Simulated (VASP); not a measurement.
# KZnI3 (Pm-3m) in VASP: notebook

Runs on KZnI3. Level: r2SCAN. Tasks: single point.

Program: VASP 6.6.1. These are calculated values, not measurements. Logs are shortened: lines on timing, memory, paths and dates and some standing lists are left out, and cuts for length are marked.

## (1) The cell of the first run

The structure is cubic, space group Pm-3m (No. 221). The conventional cell has a = 5.699 Å, b = 5.699 Å, c = 5.699 Å, α = 90.00°, β = 90.00°, γ = 90.00°. K (site symmetry m-3m) has 12 I at 4.03 Å and 8 Zn at 4.94 Å within 5.3 Å. Within 3.8 Å of Zn (site symmetry m-3m) lie 6 I at 2.85 Å. Within 3.8 Å of I (site symmetry 4/mmm) lie 2 Zn at 2.85 Å.

## (2) Single point, r2SCAN

Input file POSCAR:

```
KZnI3
1.0
    5.6991873221      0.0000000000      0.0000000000
    0.0000000000      5.6991873221      0.0000000000
    0.0000000000      0.0000000000      5.6991873221
K Zn I
1 1 3
Direct
    0.0000000000      0.0000000000      0.0000000000
    0.5000000000      0.5000000000      0.5000000000
    0.5000000000      0.5000000000      0.0000000000
    0.5000000000      0.0000000000      0.5000000000
    0.0000000000      0.5000000000      0.5000000000
```

Input file INCAR.step1:

```
PREC = Accurate
ENCUT = 520
ISMEAR = -1
SIGMA = 0.02
LREAL = False
LASPH = True
NELM = 100
NBANDS = 29
GGA = PE
ALGO = Normal
EDIFF = 1E-4
LWAVE = True
LCHARG = False
```

Input file INCAR.step2:

```
PREC = Accurate
ENCUT = 520
EDIFF = 1E-6
ISMEAR = -1
SIGMA = 0.02
LREAL = False
LASPH = True
NELM = 100
ALGO = Normal
ISIF = 2
LWAVE = False
LCHARG = False
METAGGA = R2SCAN
LMIXTAU = True
NBANDS = 29
ISTART = 1
```

Input file KPOINTS:

```
Automatic mesh
0
Gamma
  4 4 4
```

Potentials or basis: VASP PAW PBE potentials, release 64 (K_sv, Zn, I).

Started as:

```
$ cat potpaw_PBE.64/K_sv/POTCAR potpaw_PBE.64/Zn/POTCAR potpaw_PBE.64/I/POTCAR > POTCAR
$ cp INCAR.step1 INCAR
$ mpirun -np 1 vasp_std > vasp.out
$ cp INCAR.step2 INCAR
$ mpirun -np 1 vasp_std > vasp.out
```

OUTCAR:

```text
PREC = Accurate
   ENCUT = 520
   EDIFF = 1E-6
   ISMEAR = -1
   LREAL = False
   LASPH = True
   NELM = 100
   ISIF = 2
   METAGGA = R2SCAN
   ISTART = 1

 ion  position               nearest neighbor table
   1  0.000  0.000  0.000-
   2  0.500  0.500  0.500-   3 2.85   4 2.85   5 2.85   3 2.85   4 2.85   5 2.85
   3  0.500  0.500  0.000-   2 2.85   2 2.85
   4  0.500  0.000  0.500-   2 2.85   2 2.85
   5  0.000  0.500  0.500-   2 2.85   2 2.85

  LATTYP: Found a simple cubic cell.
 ALAT       =     5.6991873221

  Lattice vectors:

 A1 = (   5.6991873221,   0.0000000000,   0.0000000000)
 A2 = (   0.0000000000,   5.6991873221,   0.0000000000)
 A3 = (   0.0000000000,   0.0000000000,   5.6991873221)

Analysis of symmetry for initial positions (statically):
=====================================================================
 Subroutine PRICEL returns:
 Original cell was already a primitive cell.

 Routine SETGRP: Setting up the symmetry group for a
 simple cubic supercell.

 Subroutine GETGRP returns: Found 48 space group operations
 (whereof 48 operations were pure point group operations)
 out of a pool of 48 trial point group operations.

The static configuration has the point symmetry O_h .

Analysis of symmetry for dynamics (positions and initial velocities):
=====================================================================
 Subroutine PRICEL returns:
 Original cell was already a primitive cell.

 Routine SETGRP: Setting up the symmetry group for a
 simple cubic supercell.

 Subroutine GETGRP returns: Found 48 space group operations
 (whereof 48 operations were pure point group operations)
 out of a pool of 48 trial point group operations.

The dynamic configuration has the point symmetry O_h .

 Subroutine INISYM returns: Found 48 space group operations
 (whereof 48 operations are pure point group operations),
 and found     1 'primitive' translations

----------------------------------------------------------------------------------------

                                     Primitive cell

  volume of cell :     185.1138

  direct lattice vectors                    reciprocal lattice vectors
     5.699187322  0.000000000  0.000000000     0.175463613  0.000000000  0.000000000
     0.000000000  5.699187322  0.000000000     0.000000000  0.175463613  0.000000000
     0.000000000  0.000000000  5.699187322     0.000000000  0.000000000  0.175463613

  length of vectors
     5.699187322  5.699187322  5.699187322     0.175463613  0.175463613  0.175463613

  position of ions in fractional coordinates (direct lattice)
     0.000000000  0.000000000  0.000000000
     0.500000000  0.500000000  0.500000000
     0.500000000  0.500000000  0.000000000
     0.500000000  0.000000000  0.500000000
     0.000000000  0.500000000  0.500000000

  ion indices of the primitive-cell ions
   primitive index   ion index
                 1           1
                 2           2
                 3           3
                 4           4
                 5           5

----------------------------------------------------------------------------------------

 KPOINTS: Automatic mesh

Automatic generation of k-mesh.
 Grid dimensions read from file:
 generate k-points for:    4    4    4

 Generating k-lattice:

  Cartesian coordinates                     Fractional coordinates (reciprocal lattice)
     0.043865903  0.000000000  0.000000000     0.250000000  0.000000000  0.000000000
     0.000000000  0.043865903  0.000000000     0.000000000  0.250000000  0.000000000
     0.000000000  0.000000000  0.043865903     0.000000000  0.000000000  0.250000000

  Length of vectors
     0.043865903  0.043865903  0.043865903

  Shift w.r.t. Gamma in fractional coordinates (k-lattice)
     0.000000000  0.000000000  0.000000000

 Subroutine IBZKPT returns following result:
 ===========================================

 Found     10 irreducible k-points:

 Following reciprocal coordinates:
            Coordinates               Weight
  0.000000  0.000000  0.000000      1.000000
  0.250000  0.000000  0.000000      6.000000
  0.500000  0.000000  0.000000      3.000000
  0.250000  0.250000  0.000000     12.000000
  0.500000  0.250000  0.000000     12.000000
  0.500000  0.500000  0.000000      3.000000
  0.250000  0.250000  0.250000      8.000000
  0.500000  0.250000  0.250000     12.000000
  0.500000  0.500000  0.250000      6.000000
  0.500000  0.500000  0.500000      1.000000
   k-points           NKPTS =     10   k-points in BZ     NKDIM =     10   number of bands    NBANDS=     29
   number of dos      NEDOS =    301   number of ions     NIONS =      5
   total plane-waves  NPLWV =  74088
   dimension x,y,z NGX =    42 NGY =   42 NGZ =   42
   dimension x,y,z NGXF=    84 NGYF=   84 NGZF=   84
   ions per type =               1   1   3
   NGX,Y,Z   is equivalent  to a cutoff of  12.25, 12.25, 12.25 a.u.
   NGXF,Y,Z  is equivalent  to a cutoff of  24.50, 24.50, 24.50 a.u.
 SYSTEM =  unknown system
   PREC   = accura    normal or accurate (medium, high low for compatibility)
   ISTART =      1    job   : 0-new  1-cont  2-samecut
   ICHARG =      0    charge: 1-file 2-atom 10-const
   ISPIN  =      1    spin polarized calculation?
   LNONCOLLINEAR =      F non collinear calculations
   LSORBIT =      F    spin-orbit coupling
   LASPH  =      T    aspherical Exc in radial PAW
   ENCUT  =  520.0 eV  38.22 Ry    6.18 a.u.  10.60 10.60 10.60*2*pi/ulx,y,z
   NELM   =    100;   NELMIN=  2; NELMDL=  0     # of ELM steps
   EDIFF  = 0.1E-05   stopping-criterion for ELM
   LREAL  =      F    real-space projection
   EDIFFG = 0.1E-04   stopping-criterion for IOM
   NSW    =      0    number of steps for IOM
   IBRION =     -1    ionic relax: 0-MD 1-quasi-New 2-CG
   NFREE  =      0    steps in history (QN), initial steepest desc. (CG)
   ISIF   =      2    stress and relaxation
   ISYM   =      2    0-nonsym 1-usesym 2-fastsym
   POTIM  = 0.5000    time-step for ionic-motion
   TEBEG  =    0.0;   TEEND  =   0.0 temperature during run
   PSTRESS=    0.0 pullay stress
   NELECT =      42.0000    total number of electrons
   NUPDOWN=      -1.0000    fix difference up-down
   EMIN   =  10.00;   EMAX   =-10.00  energy-range for DOS
   EFERMI =   0.00;   METHOD = LEGACY
   ISMEAR =    -1;   SIGMA  =   0.02  broadening in eV -4-tet -1-fermi 0-gaus
   EFERMI_NEDOS =   21; number of points for ismear=-14 and -15
   IALGO  =     38    algorithm
   IMIX   =      4    mixing-type and parameters
     AMIX     =   0.40;   BMIX     =  1.00
     AMIX_MAG =   1.60;   BMIX_MAG =  1.00
  volume/ion in A,a.u.               =      37.02       249.84
  Fermi-wavevector in a.u.,A,eV,Ry     =   0.998493  1.886878 13.564847  0.996988
  Thomas-Fermi vector in A             =   2.130720
   LORBIT       =      0    0 simple, 1 ext, 2 COOP (PROOUT), +10 PAW based schemes
   METAGGA = R2SCAN    functional components
   LHFCALC =     F    Hartree Fock is set to
   AEXX    =    0.0000 exact exchange contribution
   IVDW    =     0    specifies the selected vdW correction
   LEPSILON=     F    determine dielectric tensor
   LRPA    =     F    only Hartree local field effects (RPA)
 non-spin polarized calculation
  energy-cutoff  :      520.00
  volume of cell :      185.11
 maximum number of plane-waves:      5030
   NGX = 21   NGY = 21   NGZ = 21

 number of electron      42.0000008 magnetization

 Free energy of the ion-electron system (eV)
  ---------------------------------------------------
  ext. energy  EPLUGINS =         0.00000000
  ---------------------------------------------------
  free energy    TOTEN  =       -93.18529331 eV

  energy without entropy =      -93.18319384  energy(sigma->0) =      -93.18424358

 E-fermi :   1.4728     XC(G=0):  -8.4050

 val. band max:        1.4356277793   @ k =   0.5000   0.5000   0.5000
 cond. band min:       2.3818829824   @ k =   0.2500   0.0000   0.0000
 fundamental gap:      0.9462552031
 Fermi energy:         1.4728186275

 k-point     1 :       0.0000    0.0000    0.0000
  band No.  band energies     occupation
      1     -29.5418      2.00000
      2     -12.2332      2.00000
      3     -12.2332      2.00000
      4     -12.2332      2.00000
      5     -11.2215      2.00000
      6     -10.2087      2.00000
[... 21 lines left out ...]
     28       7.3337      0.00000
     29      10.1877      0.00000

 k-point     2 :       0.2500    0.0000    0.0000
  band No.  band energies     occupation
      1     -29.5418      2.00000
      2     -12.2456      2.00000
      3     -12.2328      2.00000
      4     -12.2328      2.00000
      5     -11.0917      2.00000
      6     -10.3205      2.00000
[... 21 lines left out ...]
     28       7.9994      0.00000
     29       9.3769      0.00000

 k-point     3 :       0.5000    0.0000    0.0000
  band No.  band energies     occupation
      1     -29.5417      2.00000
      2     -12.2571      2.00000
      3     -12.2323      2.00000
      4     -12.2323      2.00000
      5     -10.8949      2.00000
      6     -10.5013      2.00000
[... 21 lines left out ...]
     28       8.5836      0.00000
     29       9.1515      0.00000

 k-point     4 :       0.2500    0.2500    0.0000
  band No.  band energies     occupation
      1     -29.5417      2.00000
      2     -12.2452      2.00000
      3     -12.2389      2.00000
      4     -12.2323      2.00000
      5     -10.9742      2.00000
      6     -10.3450      2.00000
[... 21 lines left out ...]
     28       8.4542      0.00000
     29       9.0315      0.00000

 k-point     5 :       0.5000    0.2500    0.0000
  band No.  band energies     occupation
      1     -29.5417      2.00000
      2     -12.2510      2.00000
      3     -12.2387      2.00000
      4     -12.2319      2.00000
      5     -10.7894      2.00000
      6     -10.4865      2.00000
[... 21 lines left out ...]
     28       8.8049      0.00000
     29       8.9277      0.00000

 k-point     6 :       0.5000    0.5000    0.0000
  band No.  band energies     occupation
      1     -29.5417      2.00000
      2     -12.2451      2.00000
      3     -12.2451      2.00000
      4     -12.2314      2.00000
      5     -10.5865      2.00000
      6     -10.4718      2.00000
[... 21 lines left out ...]
     28       8.9482      0.00000
     29       9.1985      0.00000

 k-point     7 :       0.2500    0.2500    0.2500
  band No.  band energies     occupation
      1     -29.5417      2.00000
      2     -12.2441      2.00000
      3     -12.2368      2.00000
      4     -12.2368      2.00000
      5     -10.8690      2.00000
      6     -10.3426      2.00000
[... 21 lines left out ...]
     28       8.5172      0.00000
     29       9.2283      0.00000

 k-point     8 :       0.5000    0.2500    0.2500
  band No.  band energies     occupation
      1     -29.5417      2.00000
      2     -12.2460      2.00000
      3     -12.2383      2.00000
      4     -12.2347      2.00000
      5     -10.6999      2.00000
      6     -10.4791      2.00000
[... 21 lines left out ...]
     28       8.8192      0.00000
     29       9.1168      0.00000

 k-point     9 :       0.5000    0.5000    0.2500
  band No.  band energies     occupation
      1     -29.5416      2.00000
      2     -12.2411      2.00000
      3     -12.2411      2.00000
      4     -12.2343      2.00000
      5     -10.5305      2.00000
      6     -10.4716      2.00000
[... 21 lines left out ...]
     28       8.5185      0.00000
     29       9.2017      0.00000

 k-point    10 :       0.5000    0.5000    0.5000
  band No.  band energies     occupation
      1     -29.5416      2.00000
      2     -12.2371      2.00000
      3     -12.2371      2.00000
      4     -12.2371      2.00000
      5     -10.4714      2.00000
      6     -10.4714      2.00000
[... 21 lines left out ...]
     28       8.5112      0.00000
     29       8.5112      0.00000

------------------------ aborting loop because EDIFF is reached ----------------------------------------

  FORCE on cell =-STRESS in cart. coord.  units (eV):
  Direction    XX          YY          ZZ          XY          YZ          ZX
  --------------------------------------------------------------------------------------
  -------------------------------------------------------------------------------------
  Total        0.0213195      0.0213195      0.0213195     -0.0000000     -0.0000000      0.0000000
  in kB        0.1845227      0.1845227      0.1845227     -0.0000000     -0.0000000      0.0000000
  external PRESSURE =       0.1845227 kB  Pullay stress =       0.0000000 kB

 VOLUME and BASIS-vectors are now :
 -----------------------------------------------------------------------------
  energy-cutoff  :      520.00
  volume of cell :      185.11
      direct lattice vectors                 reciprocal lattice vectors
     5.699187322  0.000000000  0.000000000     0.175463613  0.000000000  0.000000000
     0.000000000  5.699187322  0.000000000     0.000000000  0.175463613  0.000000000
     0.000000000  0.000000000  5.699187322     0.000000000  0.000000000  0.175463613

 POSITION                                       TOTAL-FORCE (eV/Angst)
 -----------------------------------------------------------------------------------
      0.00000      0.00000      0.00000         0.000000      0.000000      0.000000
      2.84959      2.84959      2.84959         0.000000      0.000000      0.000000
      2.84959      2.84959      0.00000         0.000000      0.000000      0.000000
      2.84959      0.00000      2.84959         0.000000      0.000000      0.000000
      0.00000      2.84959      2.84959         0.000000      0.000000      0.000000
 -----------------------------------------------------------------------------------
    total drift:                                0.000000     -0.000000     -0.000000

  FREE ENERGIE OF THE ION-ELECTRON SYSTEM (eV)
  ---------------------------------------------------
  free  energy   TOTEN  =       -93.1852933061 eV

  energy  without entropy=      -93.1831938448  energy(sigma->0) =      -93.18424358
```

It took 86 s on 1 thread of Intel Xeon 6975P-C (Granite Rapids), shared host; peak memory 0.31 GiB.

What came out:

* Free energy: -93.1853 eV
* Pressure: 0.0 GPa
* Band gap on the k mesh: zero (band 21 reaches 1.44 eV, above the bottom of band 22 at 0.88 eV)

Caveat: the PAW data sets were made with another functional, which shifts forces and pressure a little; spin-orbit coupling is left out, which moves the levels of the heavy elements.

(Part 1 of 2 ends here.)
